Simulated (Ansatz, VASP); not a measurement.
One calculation of Ir, two programs

INCAR

```
SYSTEM = Ir
PREC = Accurate ; ENCUT = 520
EDIFF = 1E-6 ; ISMEAR = -1
SIGMA = 0.05 ; LREAL = .FALSE.
LASPH = .TRUE. ; NELM = 150
ALGO = Normal ; ISIF = 2
LWAVE = .FALSE. ; LCHARG = .FALSE.
LMAXMIX = 4 ; LDAU = .TRUE.
LDAUTYPE = 2 ; LDAUL = 2
LDAUU = 5.3 ; LDAUJ = 0
LDAUPRINT = 1 ; GGA = RE
NBANDS = 10
```

The input KPOINTS:

```
Automatic mesh
0
G
  12 12 12
  0 0 0
```

POSCAR

```
Ir
1.0
    0.0000000000      1.9156000000      1.9156000000
    1.9156000000      0.0000000000      1.9156000000
    1.9156000000      1.9156000000      0.0000000000
Ir
1
Direct
    0.0000000000      0.0000000000      0.0000000000
```

File input.yaml:

```yaml
crystal:
  lattice:
    - [0.0, 1.9156, 1.9156]
    - [1.9156, 0.0, 1.9156]
    - [1.9156, 1.9156, 0.0]
  atoms:
    - { symbol: Ir, position: [0.0, 0.0, 0.0] }
hamiltonian:
  xc: revpbe
  pseudopotentials: { kind: paw }
  hubbard: { sites: [{ species: Ir, l: d, u_eff: 5.3 }] }
kpoints:
  mp_grid: { grid: [12, 12, 12] }
scf:
  occupations: { method: fermi_dirac, width: 0.05 }
  n_extra_bands: 6
output:
  forces: true
  stress: true
  eigenvalues: true
  dos: { projected: false, de: 0.05, nscf_kmesh: { grid: [18, 18, 18] } }
```

Alike in both runs: functional revPBE; k mesh 12 × 12 × 12; occupations fermi-dirac, width 0.05 eV; no spin polarisation; Hubbard terms Ir d U = 5.3 eV.

|  | VASP | Ansatz |
| --- | --- | --- |
| version | VASP 6.6.1 | Ansatz 0.2.0 |
| potentials or method | VASP PAW PBE potentials, release 64 (Ir) | Ansatz PAW |
| plane-wave cutoff (eV) | 520 | 420 |
| valence electrons in the cell | 9 | 17 |
| task | single point | density of states |

```csv
,VASP,Ansatz,Ansatz less VASP
gap on the k mesh at the Fermi level (eV),none,none,-
pressure (GPa),-6.5,13.5,+20.02
```

VASP's potentials were made for PBE, not for revPBE. The programs project onto different local orbitals, so the same U acts differently, and such runs can settle in different states. A gap of «none» marks a metal or a gap that the smearing closes. VASP's potentials hold 9 valence electrons a cell and Ansatz's 17, so a difference there can come from the potentials and not from the codes.

Spin-orbit coupling is off throughout.
